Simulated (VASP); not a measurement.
A run of VASP 6.6.1 is set up as follows.

File INCAR:

```
SYSTEM = BeS
  ALGO = Normal
  EDIFF = 1E-6
  ENCUT = 600
  GGA = PE
  GGA_COMPAT = .FALSE.
  ISIF = 2
  ISMEAR = 0
  LASPH = .TRUE.
  LCHARG = .FALSE.
  LREAL = .FALSE.
  LWAVE = .FALSE.
  NBANDS = 11
  NELM = 120
  PREC = Accurate
  SIGMA = 0.02
```

The input KPOINTS:

```
k-points
0
G
  8 8 8
  0 0 0
```

POSCAR

```
BeS
1.0
    0.0000000000      2.4378857739      2.4378857739
    2.4378857739      0.0000000000      2.4378857739
    2.4378857739      2.4378857739      0.0000000000
Be S
1 1
Direct
    0.0000000000      0.0000000000      0.0000000000
    0.2500000000      0.2500000000      0.2500000000
```

Potentials or basis: VASP PAW PBE potentials, release 64 (Be, S).

The run is started by

```sh
$ cat potpaw_PBE.64/Be/POTCAR potpaw_PBE.64/S/POTCAR > POTCAR
$ mpirun -np 1 vasp_std > vasp.out
```

Task: What does it give for the band gap on the k mesh?

Result: 3.15 eV, indirect (least direct gap 5.68 eV).

Task: What does it give for the pressure?

Result: 0.1 GPa.

A k mesh can miss the band edges. Expect the measured gap to be larger: semilocal functionals such as PBE lack the derivative discontinuity.
